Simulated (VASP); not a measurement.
# AlInAsP3 (P-6m2) in VASP: a series of runs

The runs below take AlInAsP3 through single point, relaxation of cell and atoms, with PBE.

Program: VASP 6.6.1. These are calculated values, not measurements. Logs are shortened: lines on timing, memory, paths and dates and some standing lists are left out, and cuts for length are marked.

### Step 1. The cell of the first run

The structure is hexagonal, space group P-6m2 (No. 187). Conventional cell: a = 5.848 Å, b = 5.848 Å, c = 4.300 Å, α = 90.00°, β = 90.00°, γ = 120.00°. Al (site symmetry -6m2) has 3 As at 3.38 Å and 3 In at 3.38 Å and 12 P at 3.63 Å and 2 Al at 4.30 Å within 4.4 Å. Within 3.6 Å of In (site symmetry -6m2) lie 6 P at 2.74 Å and 3 Al at 3.38 Å and 3 As at 3.38 Å. Within 3.7 Å of P (site symmetry mm2) lie 2 As at 2.73 Å and 2 In at 2.74 Å and 4 P at 2.91 to 2.94 Å and 4 Al at 3.63 Å. As (site symmetry -6m2) has 6 P at 2.73 Å and 3 Al at 3.38 Å and 3 In at 3.38 Å within 3.6 Å.

The cell was built from a structure type or drawn by symmetry, and may not be a known phase.

### Step 2. Single point, PBE

INCAR

```
PREC     = Accurate       # precision mode
ENCUT    = 500            # plane-wave cutoff, eV
EDIFF    = 1E-6           # SCF threshold, eV
ISMEAR   = 0              # smearing method
SIGMA    = 0.1            # smearing width, eV
LREAL    = False          # projectors in reciprocal space
LASPH    = True           # aspherical terms in the spheres
NELM     = 120            # most SCF steps
ALGO     = Normal         # electronic algorithm
ISIF     = 2              # what is computed and relaxed
LWAVE    = False          # write WAVECAR
LCHARG   = False          # write CHGCAR
GGA      = PE             # functional
NBANDS   = 27             # bands
GGA_COMPAT= False
```

KPOINTS

```
regular mesh
0
Gamma
  3 3 4
```

POSCAR

```
AlInAsP3
1.0
    5.8482433200      0.0000000000      0.0000000000
   -2.9241216600      5.0647272800      0.0000000000
    0.0000000000      0.0000000000      4.2998960100
Al In P As
1 1 3 1
Direct
    0.6666666700      0.3333333300      0.0000000000
    0.0000000000      0.0000000000      0.0000000000
    0.6650506700      0.8325253300      0.5000000000
    0.1674746700      0.8325253300      0.5000000000
    0.1674746700      0.3349493300      0.5000000000
    0.3333333300      0.6666666700      0.0000000000
```

Potentials or basis: VASP PAW PBE potentials, release 64 (Al, In_d, P, As).

Launch:

```bash
cat potpaw_PBE.64/Al/POTCAR potpaw_PBE.64/In_d/POTCAR potpaw_PBE.64/P/POTCAR potpaw_PBE.64/As/POTCAR > POTCAR
mpirun -np 1 vasp_std > vasp.out
```

OUTCAR:

```text
PREC = Accurate
   ENCUT = 500
   EDIFF = 1E-6
   ISMEAR = 0
   LREAL = False
   LASPH = True
   NELM = 120
   ISIF = 2
   GGA = PE

 ion  position               nearest neighbor table
   1  0.667  0.333  0.000-   2 3.38   2 3.38   2 3.38
   2  0.000  0.000  0.000-   5 2.74   5 2.74   3 2.74   3 2.74   4 2.74   4 2.74   6 3.38   1 3.38
                             6 3.38   1 3.38   1 3.38   6 3.38
   3  0.665  0.833  0.500-   6 2.73   6 2.73   2 2.74   2 2.74   5 2.91   4 2.91   5 2.94   4 2.94

   4  0.167  0.833  0.500-   6 2.73   6 2.73   2 2.74   2 2.74   5 2.91   3 2.91   5 2.94   3 2.94

   5  0.167  0.335  0.500-   6 2.73   6 2.73   2 2.74   2 2.74   4 2.91   3 2.91   4 2.94   3 2.94

   6  0.333  0.667  0.000-   4 2.73   4 2.73   5 2.73   5 2.73   3 2.73   3 2.73   2 3.38   2 3.38
                             2 3.38

  LATTYP: Found a hexagonal cell.
 ALAT       =     5.8482433200
 C/A-ratio  =     0.7352457438

  Lattice vectors:

 A1 = (   5.8482433200,   0.0000000000,   0.0000000000)
 A2 = (  -2.9241216600,   5.0647272800,   0.0000000000)
 A3 = (   0.0000000000,   0.0000000000,   4.2998960100)

Analysis of symmetry for initial positions (statically):
=====================================================================
 Subroutine PRICEL returns:
 Original cell was already a primitive cell.

 Routine SETGRP: Setting up the symmetry group for a
 hexagonal supercell.

 Subroutine GETGRP returns: Found 12 space group operations
 (whereof 12 operations were pure point group operations)
 out of a pool of 24 trial point group operations.

The static configuration has the point symmetry D_3h.

Analysis of symmetry for dynamics (positions and initial velocities):
=====================================================================
 Subroutine PRICEL returns:
 Original cell was already a primitive cell.

 Routine SETGRP: Setting up the symmetry group for a
 hexagonal supercell.

 Subroutine GETGRP returns: Found 12 space group operations
 (whereof 12 operations were pure point group operations)
 out of a pool of 24 trial point group operations.

The dynamic configuration has the point symmetry D_3h.

 Subroutine INISYM returns: Found 12 space group operations
 (whereof 12 operations are pure point group operations),
 and found     1 'primitive' translations

----------------------------------------------------------------------------------------

                                     Primitive cell

  volume of cell :     127.3619

  direct lattice vectors                    reciprocal lattice vectors
     5.848243320  0.000000000  0.000000000     0.170991518  0.098721999  0.000000000
    -2.924121660  5.064727280  0.000000000     0.000000000  0.197443997  0.000000000
     0.000000000  0.000000000  4.299896010     0.000000000  0.000000000  0.232563764

  length of vectors
     5.848243320  5.848243318  4.299896010     0.197443997  0.197443997  0.232563764

  position of ions in fractional coordinates (direct lattice)
     0.666666670  0.333333330  0.000000000
     0.000000000  0.000000000  0.000000000
     0.665050670  0.832525330  0.500000000
     0.167474670  0.832525330  0.500000000
     0.167474670  0.334949330  0.500000000
     0.333333330  0.666666670  0.000000000

  ion indices of the primitive-cell ions
   primitive index   ion index
                 1           1
                 2           2
                 3           3
                 4           4
                 5           5
                 6           6

----------------------------------------------------------------------------------------

 KPOINTS: regular mesh

Automatic generation of k-mesh.
 Grid dimensions read from file:
 generate k-points for:    3    3    4

 Generating k-lattice:

  Cartesian coordinates                     Fractional coordinates (reciprocal lattice)
     0.056997173  0.032907333  0.000000000     0.333333333  0.000000000  0.000000000
     0.000000000  0.065814666  0.000000000     0.000000000  0.333333333  0.000000000
[... 45 lines left out ...]
 Gauss-broadening in eV      SIGMA  =   0.10
  energy-cutoff  :      500.00
  volume of cell :      127.36
 maximum number of plane-waves:      3292
 NGX is ok and might be reduce to    42
   NGX = 21   NGY = 21   NGZ = 15

 number of electron      35.9999999 magnetization

 Free energy of the ion-electron system (eV)
  ---------------------------------------------------
  ext. energy  EPLUGINS =         0.00000000
  ---------------------------------------------------
  free energy    TOTEN  =       -22.49224386 eV

  energy without entropy =      -22.45564735  energy(sigma->0) =      -22.47394561

 E-fermi :   6.2157     XC(G=0):  -9.9154

 val. band max:        6.1898096415   @ k =   0.3333   0.0000   0.2500
 cond. band min:       6.2205233423   @ k =   0.3333   0.3333   0.5000
 fundamental gap:      0.0307137008
 Fermi energy:         6.2156882415

 k-point     1 :       0.0000    0.0000    0.0000
  band No.  band energies     occupation
      1      -8.6088      2.00000
      2      -8.5016      2.00000
      3      -8.5016      2.00000
      4      -8.4954      2.00000
      5      -8.4954      2.00000
      6      -7.5554      2.00000
[... 19 lines left out ...]
     26       9.8402      0.00000
     27      11.6140      0.00000

 k-point     2 :       0.3333    0.0000    0.0000
  band No.  band energies     occupation
      1      -8.5974      2.00000
      2      -8.5212      2.00000
      3      -8.4974      2.00000
      4      -8.4969      2.00000
      5      -8.4957      2.00000
      6      -7.1977      2.00000
[... 19 lines left out ...]
     26       9.7338      0.00000
     27      10.9579      0.00000

 k-point     3 :       0.3333    0.3333    0.0000
  band No.  band energies     occupation
      1      -8.5911      2.00000
      2      -8.5297      2.00000
      3      -8.4973      2.00000
      4      -8.4965      2.00000
      5      -8.4962      2.00000
      6      -6.9135      2.00000
[... 144 lines left out ...]
      1      -8.5884      2.00000
      2      -8.5743      2.00000
      3      -8.4968      2.00000
      4      -8.4874      2.00000
      5      -8.4296      2.00000
      6      -5.6757      2.00000
[... 19 lines left out ...]
     26      10.3231      0.00000
     27      12.2922      0.00000

 k-point     9 :       0.3333    0.3333    0.5000
  band No.  band energies     occupation
      1      -8.5939      2.00000
      2      -8.5771      2.00000
      3      -8.4983      2.00000
      4      -8.4873      2.00000
      5      -8.4279      2.00000
      6      -5.1448      2.00000
[... 19 lines left out ...]
     26      11.6264      0.00000
     27      11.9351      0.00000

------------------------ aborting loop because EDIFF is reached ----------------------------------------

  FORCE on cell =-STRESS in cart. coord.  units (eV):
  Direction    XX          YY          ZZ          XY          YZ          ZX
  --------------------------------------------------------------------------------------
  -------------------------------------------------------------------------------------
  Total        1.9139712      1.9139712     -0.1595003      0.0000000      0.0000000      0.0000000
  in kB       24.0772303     24.0772302     -2.0064702      0.0000000      0.0000000      0.0000000
  external PRESSURE =      15.3826634 kB  Pullay stress =       0.0000000 kB

 VOLUME and BASIS-vectors are now :
 -----------------------------------------------------------------------------
  energy-cutoff  :      500.00
  volume of cell :      127.36
      direct lattice vectors                 reciprocal lattice vectors
     5.848243320  0.000000000  0.000000000     0.170991518  0.098721999  0.000000000
    -2.924121660  5.064727280  0.000000000     0.000000000  0.197443997  0.000000000
     0.000000000  0.000000000  4.299896010     0.000000000  0.000000000  0.232563764

 POSITION                                       TOTAL-FORCE (eV/Angst)
 -----------------------------------------------------------------------------------
      2.92412      1.68824      0.00000         0.000000      0.000000     -0.000000
      0.00000      0.00000      0.00000         0.000000      0.000000     -0.000000
      1.45497      4.21651      2.14995        -0.472258     -0.272659      0.000000
     -1.45497      4.21651      2.14995         0.472258     -0.272659      0.000000
      0.00000      1.69643      2.14995         0.000000      0.545317     -0.000000
     -0.00000      3.37648      0.00000         0.000000     -0.000000     -0.000000
 -----------------------------------------------------------------------------------
    total drift:                               -0.000016      0.000009     -0.000000

  FREE ENERGIE OF THE ION-ELECTRON SYSTEM (eV)
  ---------------------------------------------------
  free  energy   TOTEN  =       -22.4922438643 eV

  energy  without entropy=      -22.4556473475  energy(sigma->0) =      -22.47394561
```

Run time: 38 s. Hardware: 1 thread of Intel Xeon Platinum 8488C (Sapphire Rapids), shared host; peak memory 0.26 GiB.

Results:

```
Free energy            : -22.4922 eV
Pressure               : 1.5 GPa
Largest force          : 0.545 eV/Å
Band gap on the k mesh : zero (bands 18 and 19 overlap by 0.46 eV)
```

Forces in eV/Å, atoms in the order of the input:
```
Al   0.000  0.000  0.000
In   0.000  0.000  0.000
P   -0.472 -0.273  0.000
P    0.472 -0.273  0.000
P    0.000  0.545  0.000
As   0.000  0.000  0.000
```

Caveat: the k points lie up to 0.41 Å⁻¹ apart; semilocal functionals underestimate gaps, so a narrow gap can read as zero; spin-orbit coupling is left out, which moves the levels of the heavy elements.

### Step 3. Single point, PBE

This run uses another cell than the first one, of 22.89 Å³/atom.

INCAR

```
SYSTEM = AlInAsP3
ALGO = Normal
EDIFF = 1E-6
ENCUT = 500
GGA = PE
GGA_COMPAT = .False.
ISIF = 2
ISMEAR = 0
LASPH = .True.
LCHARG = .False.
LREAL = .False.
LWAVE = .False.
NBANDS = 27
NELM = 120
PREC = Accurate
SIGMA = 0.1
```

KPOINTS

```
k-points
0
Gamma
  3 3 4
  0 0 0
```

POSCAR

```
AlInAsP3
1.0
    5.5393145114      0.0000000000      0.0000000000
   -2.7696572557      4.7971870865      0.0000000000
    0.0000000000      0.0000000000      5.1675270868
Al In P As
1 1 3 1
Direct
    0.6666666667      0.3333333333      0.0000000000
    0.0000000000      0.0000000000      0.0000000000
    0.5962990032      0.7981495016      0.5000000000
    0.2018504984      0.7981495016      0.5000000000
    0.2018504984      0.4037009968      0.5000000000
    0.3333333333      0.6666666667      0.0000000000
```

Potentials or basis: VASP PAW PBE potentials, release 64 (Al, In_d, P, As).

Launch:

```bash
cat potpaw_PBE.64/Al/POTCAR potpaw_PBE.64/In_d/POTCAR potpaw_PBE.64/P/POTCAR potpaw_PBE.64/As/POTCAR > POTCAR
mpirun -np 1 vasp_std > vasp.out
```

Wall time 44 s (1 thread of Intel Xeon Platinum 8488C (Sapphire Rapids), shared host); peak memory 0.24 GiB.

It converged, with:

| Item | Value |
| --- | --- |
| Free energy | -24.3672 eV |
| Pressure | 0.0 GPa |
| Largest force | 0.071 eV/Å |
| Band gap on the k mesh | zero (bands 18 and 19 overlap by 0.97 eV) |

Forces in eV/Å, atoms in the order of the input:
```
Al   0.000  0.000  0.000
In   0.000  0.000  0.000
P   -0.062 -0.036  0.000
P    0.062 -0.036  0.000
P    0.000  0.071  0.000
As   0.000  0.000  0.000
```

Stress tensor (GPa, compression positive):
```
-0.16  0.00  0.00
 0.00 -0.16  0.00
 0.00  0.00  0.17
```

Levels at points of the mesh, in eV from the Fermi level:
```tsv
k point	band 16	band 17	band 18	band 19	band 20	band 21	band 22	band 23
(0.00, 0.00, 0.00)	-1.71	-1.47	-0.66	-0.66	0.40	0.60	0.60	3.11
(0.00, 0.00, 0.50)	-2.34	-1.35	-0.84	-0.81	-0.81	0.89	2.78	2.78
```

Caveat: the k points lie up to 0.44 Å⁻¹ apart, too coarse for converged energies and pressures of a metal; spin-orbit coupling is left out, which moves the levels of the heavy elements.

### Step 4. Relaxation of cell and atoms, PBE

INCAR

```
SYSTEM = AlInAsP3
  ALGO = Normal
  EDIFF = 1E-7
  EDIFFG = -0.04
  ENCUT = 500
  GGA = PE
  GGA_COMPAT = .FALSE.
  IBRION = 2
  ISIF = 3
  ISMEAR = 0
  LASPH = .TRUE.
  LCHARG = .FALSE.
  LREAL = .FALSE.
  LWAVE = .FALSE.
  NELM = 120
  NELMIN = 4
  NSW = 90
  PREC = Accurate
  SIGMA = 0.1
```

KPOINTS

```
k-points
0
G
  3 3 4
  0 0 0
```

POSCAR

```
AlInAsP3
1.0
    5.8482433200      0.0000000000      0.0000000000
   -2.9241216600      5.0647272800      0.0000000000
    0.0000000000      0.0000000000      4.2998960100
Al In P As
1 1 3 1
Direct
    0.6666666700      0.3333333300      0.0000000000
    0.0000000000      0.0000000000      0.0000000000
    0.6650506700      0.8325253300      0.5000000000
    0.1674746700      0.8325253300      0.5000000000
    0.1674746700      0.3349493300      0.5000000000
    0.3333333300      0.6666666700      0.0000000000
```

Launch:

```bash
cat potpaw_PBE.64/Al/POTCAR potpaw_PBE.64/In_d/POTCAR potpaw_PBE.64/P/POTCAR potpaw_PBE.64/As/POTCAR > POTCAR
mpirun -np 1 vasp_std > vasp.out
```

It took 14 min on 1 thread of Intel Xeon Platinum 8488C (Sapphire Rapids), shared host; peak memory 0.28 GiB.

The run converged. Its results:

| Item | Value |
| --- | --- |
| Free energy | -24.3652 eV |
| Relaxed volume | 22.93 Å³/atom |
| Relaxed cell | a = 5.546 Å, b = 5.546 Å, c = 5.165 Å, α = 90.00°, β = 90.00°, γ = 120.00° |
| Space group after relaxing (to 0.1 Å) | P-6m2 (No. 187) |
| Energy gained by relaxing | 312.2 meV/atom |
| Ionic steps | 33 |
| Pressure after relaxing | 0.0 GPa |
| Largest force after relaxing | 0.038 eV/Å |
| Band gap on the k mesh | zero (bands 18 and 19 overlap by 0.98 eV) |

Forces in eV/Å, atoms in the order of the input:
```
Al   0.000  0.000  0.000
In   0.000  0.000  0.000
P   -0.033 -0.019  0.000
P    0.033 -0.019  0.000
P    0.000  0.038  0.000
As   0.000  0.000  0.000
```

Stress tensor (GPa, compression positive):
```
-0.11  0.00  0.00
 0.00 -0.11  0.00
 0.00  0.00  0.15
```

The path:
| step | energy change (eV) | largest force (eV/Å) | pressure (GPa) | volume (Å³) |
| --- | --- | --- | --- | --- |
| 1 | 0.0000 | 0.5455 | 1.54 | 127.36 |
| 2 | -0.0884 | 0.5935 | 0.02 | 131.14 |
| 3 | -0.1886 | 0.6444 | -3.18 | 141.62 |
| 4 | -0.2256 | 0.6194 | -3.11 | 141.92 |
| 5 | -0.3094 | 0.4925 | -2.75 | 142.75 |
| 6 | -0.2929 | 0.0605 | -1.08 | 144.18 |
| 7 | -0.3383 | 0.3500 | -2.20 | 143.36 |
| 8 | -0.3770 | 0.3778 | -1.56 | 141.07 |
| 9 | -0.4505 | 0.4923 | 0.60 | 134.33 |
| 10 | -0.3604 | 0.6193 | 6.64 | 121.39 |
| 11 | -0.4604 | 0.5518 | 1.70 | 131.37 |
| 12 | -0.4932 | 0.6428 | 1.93 | 130.55 |
| 13 | -0.6031 | 0.8444 | 2.74 | 128.05 |
| 14 | -0.8076 | 0.7356 | 4.77 | 122.94 |
| 15 | -0.4034 | 1.1261 | 15.83 | 112.36 |
| 16 | -0.7767 | 0.0649 | 6.87 | 118.96 |
| 17 | -0.8166 | 0.5467 | 5.36 | 121.43 |
| 18 | -0.9011 | 0.2869 | 4.66 | 122.58 |
| 19 | -0.9459 | 0.1455 | 4.82 | 123.95 |
| 20 | -1.2326 | 0.2994 | 5.38 | 126.57 |
| 21 | -1.5498 | 2.7344 | 6.29 | 131.37 |
| 22 | -1.5998 | 0.8055 | 5.42 | 129.58 |
| 23 | -1.6170 | 1.5253 | 5.67 | 130.32 |
| 24 | -1.7779 | 1.5023 | 2.77 | 136.42 |
| 25 | -1.7930 | 1.4597 | 1.69 | 139.32 |
| 26 | -1.8654 | 0.2211 | -0.06 | 140.61 |
| 27 | -1.8664 | 0.0691 | -0.28 | 140.79 |
| 28 | -1.8673 | 0.0671 | -0.25 | 140.53 |
| 29 | -1.8695 | 0.0606 | -0.14 | 139.73 |
| 30 | -1.8721 | 0.0489 | 0.08 | 138.15 |
| 31 | -1.8724 | 0.0447 | 0.19 | 137.42 |
| 32 | -1.8729 | 0.0531 | -0.06 | 137.60 |
| 33 | -1.8730 | 0.0383 | -0.02 | 137.57 |

Final structure:
```yaml
crystal:
  lattice:
    - [5.54571, 0.00000, 0.00000]
    - [-2.77285, 4.80272, 0.00000]
    - [0.00000, 0.00000, 5.16515]
  atoms:
    - { symbol: Al, position: [0.66667, 0.33333, 0.00000] }
    - { symbol: In, position: [0.00000, 0.00000, 0.00000] }
    - { symbol: P, position: [0.59574, 0.79787, 0.50000] }
    - { symbol: P, position: [0.20213, 0.79787, 0.50000] }
    - { symbol: P, position: [0.20213, 0.40426, 0.50000] }
    - { symbol: As, position: [0.33333, 0.66667, 0.00000] }
```

Levels at points of the mesh, in eV from the Fermi level:
| k point | band 15 | band 16 | band 17 | band 18 | band 19 | band 20 | band 21 | band 22 |
| --- | --- | --- | --- | --- | --- | --- | --- | --- |
| (0.00, 0.00, 0.00) | -1.70 | -1.70 | -1.47 | -0.65 | -0.65 | 0.41 | 0.61 | 0.61 |
| (0.00, 0.00, 0.50) | -3.58 | -2.33 | -1.36 | -0.83 | -0.80 | -0.80 | 0.89 | 2.79 |

Caveat: the k points lie up to 0.44 Å⁻¹ apart in the final cell, too coarse for converged energies and pressures of a metal; a cell axis changed by over 15 % at a fixed basis, so the end point is rough; spin-orbit coupling is left out, which moves the levels of the heavy elements.

### Step 5. Summary

```tsv
task	cell	gap on the mesh (eV)	pressure (GPa)	largest force (eV/Å)
single point	a = 5.848, b = 5.848, c = 4.300 Å, angles 90.0, 90.0, 120.0°, 6 atoms, atomic positions A	none	1.5	0.55
single point	a = 5.539, b = 5.539, c = 5.168 Å, angles 90.0, 90.0, 120.0°, 6 atoms, atomic positions B	none	0.0	0.07
relaxation of cell and atoms	relaxed from a = 5.848, b = 5.848, c = 4.300 Å, angles 90.0, 90.0, 120.0°, 6 atoms, atomic positions A	none	0.0	0.04
```

Alike in all rows: level PBE; potentials or basis VASP PAW PBE potentials, release 64 (Al, In_d, P, As); no spin polarisation; k mesh 3 × 3 × 4; cutoff (eV) 500; smearing gaussian 0.1 eV.

Caveats: all runs use coarse meshes; spin-orbit coupling is left out, which moves the levels of the heavy elements; semilocal functionals underestimate gaps, so a narrow gap can read as zero (at least some runs); a cell axis changed by over 15 % at a fixed basis, so the end point is rough (at least some runs).

Total energies depend on the potentials used, so only differences within one code and one set of settings carry meaning.
